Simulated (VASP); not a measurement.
# Ge (C2/c) in VASP: further runs, part 2 of 2

VASP 6.6.1.

## 3. Single point, LDA (atoms displaced along a vibrational mode, the cell strained)

Contents of INCAR:

```
ALGO = Normal
EDIFF = 1E-7
ENCUT = 520
ISIF = 2
ISMEAR = 0
LASPH = T
LCHARG = F
LREAL = F
LWAVE = F
NBANDS = 21
NELM = 60
PREC = Accurate
SIGMA = 0.15
```

Contents of KPOINTS:

```
k-points
0
Gamma
  14 14 14
```

Contents of POSCAR:

```
Ge
1.0
    0.0000000000      2.7779676512      2.8762020514
    2.7779676512      0.0000000000      2.8762020514
    2.7779676512      2.7779676512      0.0000000000
Ge
2
Direct
    0.5058348196      0.4941651804      0.4941651804
    0.7441651804      0.7558348196      0.7558348196
```

Potentials or basis: VASP PAW LDA potentials, release 64 (Ge_d).

Started as:

```console
$ cat potpaw_LDA.64/Ge_d/POTCAR > POTCAR
$ mpirun -np 1 vasp_std > vasp.out
```

OUTCAR:

```text
EDIFF = 1E-7
   ENCUT = 520
   ISIF = 2
   ISMEAR = 0
   LASPH = T
   LREAL = F
   NELM = 60
   PREC = Accurate

 ion  position               nearest neighbor table
   1  0.506  0.494  0.494-   2 2.40   2 2.40   2 2.47   2 2.47
   2  0.744  0.756  0.756-   1 2.40   1 2.40   1 2.47   1 2.47

  LATTYP: Found a body centered tetragonal cell.
 ALAT       =     3.9286395282
 C/A-ratio  =     1.4642229356

  Lattice vectors:

 A1 = (  -2.7779676512,   0.0000000000,   2.8762020514)
 A2 = (   2.7779676512,   0.0000000000,   2.8762020514)
 A3 = (   0.0000000000,   2.7779676512,  -2.8762020514)

Analysis of symmetry for initial positions (statically):
=====================================================================
 Subroutine PRICEL returns:
 Original cell was already a primitive cell.

 Routine SETGRP: Setting up the symmetry group for a
 body centered tetragonal supercell.

 Subroutine GETGRP returns: Found  4 space group operations
 (whereof  2 operations were pure point group operations)
 out of a pool of 16 trial point group operations.

The static configuration has the point symmetry C_2 .
[... 160 lines left out ...]
  free energy    TOTEN  =       -10.35972487 eV

  energy without entropy =      -10.35886727  energy(sigma->0) =      -10.35929607

 E-fermi :   5.0215     XC(G=0): -10.3836

 val. band max:        4.9646932901   @ k =   0.4286  -0.0000   0.0000
 cond. band min:       5.0231180797   @ k =   0.0000   0.0000   0.0000
 fundamental gap:      0.0584247896
 Fermi energy:         5.0215224178

 k-point     1 :       0.0000    0.0000    0.0000
  band No.  band energies     occupation
      1     -20.0687      2.00000
      2     -20.0618      2.00000
      3     -20.0384      2.00000
      4     -20.0204      2.00000
      5     -20.0151      2.00000
      6     -19.8091      2.00000
[... 565 lines left out ...]
     20      13.7194      0.00000
     21      14.5591      0.00000

 [... further k-points ...]

------------------------ aborting loop because EDIFF is reached ----------------------------------------

  FORCE on cell =-STRESS in cart. coord.  units (eV):
  Direction    XX          YY          ZZ          XY          YZ          ZX
  --------------------------------------------------------------------------------------
  -------------------------------------------------------------------------------------
  Total        0.3352387      0.3845151     -0.3653468      0.0000000     -0.5824775      0.0000000
  in kB       12.0993198     13.8777864    -13.1859706      0.0000000    -21.0225780      0.0000000
  external PRESSURE =       4.2637119 kB  Pullay stress =       0.0000000 kB

 VOLUME and BASIS-vectors are now :
 -----------------------------------------------------------------------------
  energy-cutoff  :      520.00
  volume of cell :       44.39
      direct lattice vectors                 reciprocal lattice vectors
     0.000000000  2.777967651  2.876202051    -0.179987697  0.179987697  0.173840360
     2.777967651  0.000000000  2.876202051     0.179987697 -0.179987697  0.173840360
     2.777967651  2.777967651  0.000000000     0.179987697  0.179987697 -0.173840360

 POSITION                                       TOTAL-FORCE (eV/Angst)
 -----------------------------------------------------------------------------------
      2.74555      2.77797      2.87620         0.726700      0.000000     -0.000000
      4.19937      4.16695      4.31430        -0.726700      0.000000      0.000000
 -----------------------------------------------------------------------------------
    total drift:                               -0.000000     -0.000000     -0.000000

  FREE ENERGIE OF THE ION-ELECTRON SYSTEM (eV)
  ---------------------------------------------------
  free  energy   TOTEN  =       -10.3597248730 eV

  energy  without entropy=      -10.3588672738  energy(sigma->0) =      -10.35929607
```

OSZICAR:

```text
N       E                     dE             d eps       ncg     rms          rms(c)
DAV:   1     0.192571539019E+03    0.19257E+03   -0.14697E+04 34944   0.362E+03
DAV:   2     0.172951421912E+02   -0.17528E+03   -0.16965E+03 31383   0.614E+02
DAV:   3    -0.962820157365E+01   -0.26923E+02   -0.26743E+02 35908   0.143E+02
DAV:   4    -0.105277065992E+02   -0.89951E+00   -0.89903E+00 35151   0.307E+01
DAV:   5    -0.105421078557E+02   -0.14401E-01   -0.14401E-01 35743   0.427E+00    0.337E+00
DAV:   6    -0.104199568558E+02    0.12215E+00   -0.38529E-02 35103   0.165E+00    0.193E+00
DAV:   7    -0.103589906541E+02    0.60966E-01   -0.76899E-02 33628   0.207E+00    0.140E-01
DAV:   8    -0.103596912671E+02   -0.70061E-03   -0.58892E-03 35993   0.876E-01    0.475E-02
DAV:   9    -0.103597285896E+02   -0.37322E-04   -0.90098E-05 36840   0.946E-02    0.133E-02
DAV:  10    -0.103597249725E+02    0.36171E-05   -0.94254E-06 42725   0.444E-02    0.448E-03
DAV:  11    -0.103597248730E+02    0.99501E-07   -0.98957E-07 34012   0.826E-03
   1 F= -.10359725E+02 E0= -.10359296E+02  d E =-.857599E-03
```

Wall time 5.3 min (1 thread of AMD EPYC 9R14 (Zen 4), shared host); peak memory 0.55 GiB.

What came out:

* Free energy: -10.3597 eV
* Pressure: 0.4 GPa
* Largest force: 0.727 eV/Å
* Band gap on the k mesh: zero (bands 14 and 15 overlap by 0.12 eV)

Forces on the atoms (eV/Å):
```
Ge   0.727  0.000  0.000
Ge  -0.727  0.000  0.000
```

Stress tensor (GPa, compression positive):
```
 1.21  0.00  0.00
 0.00  1.39 -2.10
 0.00 -2.10 -1.32
```

Caveat: the cell differs from its parent crystal (atoms displaced along a vibrational mode, the cell strained); semilocal functionals underestimate gaps, and a narrow one can read as zero.

The gap in the log of VASP goes by the Fermi energy; the results here count the filled bands.